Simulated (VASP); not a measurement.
Input of a VASP 6.6.1 run:

Contents of INCAR:

```
SYSTEM = Ge
ALGO = Normal ; EDIFF = 1E-6
ENCUT = 520 ; GGA = PS
ISIF = 2 ; ISMEAR = -1
LASPH = .TRUE. ; LCHARG = .TRUE.
LELF = .TRUE. ; LREAL = .FALSE.
LVHAR = .TRUE. ; LWAVE = .FALSE.
NBANDS = 21 ; NELM = 100
PREC = Accurate ; SIGMA = 0.05
```

KPOINTS

```
k-points
0
G
  11 11 11
  0 0 0
```

The input POSCAR:

```
Ge
1.0
   -2.5699246535      2.5710686308      1.3904996211
    2.5699246535     -2.5710686308      1.3904996211
    2.5699246535      2.5710686308     -1.3904996211
Ge
2
Direct
    0.3744340930      0.1244340930      0.2500000000
    0.6255659070      0.8755659070      0.7500000000
```

Potentials or basis: VASP PAW PBE potentials, release 64 (Ge_d).

Run with:

```bash
$ cat potpaw_PBE.64/Ge_d/POTCAR > POTCAR
$ mpirun -np 1 vasp_std > vasp.out
```

Task: Predict the band gap on the k mesh.

Result: Zero (band 14 reaches 8.47 eV, above the bottom of band 15 at 3.73 eV).

Task: What does it give for the pressure?

Result: 0.0 GPa.

Caveat: the PAW data sets were made with another functional, which shifts forces and pressure a little.
